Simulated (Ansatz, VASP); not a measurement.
## AlN: VASP beside Ansatz

```xyz
4
Lattice="3.2757 0.0000 0.0000 -1.6379 2.8368 0.0000 0.0000 0.0000 4.1018" Properties=species:S:1:pos:R:3 pbc="T T T"
Al    0.0000    1.8912    3.0764
Al    1.6379    0.9456    1.0255
N     0.0000    1.8912    1.0255
N     1.6379    0.9456    3.0764
```

Alike in both runs: functional LDA; k mesh 12 × 12 × 6; no spin polarisation.

Ansatz relaxed the structure, and its values are those at the end. VASP's run is a single point on that final structure, the one shown.

|  | VASP | Ansatz |
| --- | --- | --- |
| version | VASP 6.6.1 | Ansatz 0.2.0 |
| potentials or method | VASP PAW LDA potentials, release 64 (Al, N) | plane waves, PAW |
| plane-wave cutoff (eV) | 520 | 420 |
| occupations | gaussian, width 0.01 eV | fixed |
| valence electrons in the cell | 16 | 16 |

|  | VASP | Ansatz | Ansatz less VASP |
| --- | --- | --- | --- |
| pressure (GPa) | 0.6 | 0.0 | -0.61 |

LDA's correlation is that of Perdew and Zunger in VASP and of Perdew and Wang (1992) in Ansatz.
